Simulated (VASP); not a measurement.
**MoS2: single point with PBE+D3(BJ)**

Slab: MoS2, a slab with vacuum.

```
S Mo
1.0
     3.15397    0.00000    0.00000
    -1.57699    2.73142    0.00000
     0.00000    0.00000   32.26302
S Mo
2 1
Cartesian
  0.0000 1.8209 14.5640
  0.0000 1.8209 17.6990
  1.5770 0.9105 16.1315
```

```
Program                : VASP 6.6.1
Task                   : single point
Functional             : PBE
Dispersion             : D3(BJ)
Potentials or basis    : VASP PAW PBE potentials, release 64 (S, Mo_sv)
Cutoff                 : 520 eV
k mesh                 : 12 × 12 × 1
Occupations            : gaussian, width 0.01 eV
Spin                   : no spin polarisation
Dipole correction      : yes
Further INCAR settings : ALGO = Normal; EDIFF = 1e-07; NBANDS = 20
```

```json
{
  "Largest force": "0.012 eV/Å",
  "Band gap on the k mesh": "1.78 eV, direct",
  "Dispersion energy per atom": "-0.319 eV"
}
```

Forces in eV/Å, atoms in the order of the input:
```
S    0.000  0.000  0.012
S    0.000  0.000 -0.012
Mo   0.000  0.000  0.000
```

Levels at points of the mesh, in eV from the valence-band top:
```
           k point  band 11  band 12  band 13  band 14  band 15  band 16
(0.00, 0.00, 0.00)    -1.45    -1.45    -0.09     2.84     2.84     3.07
(0.50, 0.00, 0.00)    -1.95    -0.91    -0.65     2.35     2.85     3.92
```

Wall time 2.2 min on 1 thread of Intel(R) Xeon(R) Platinum 8488C (Sapphire Rapids) (shared host), peak memory 0.42 GiB.
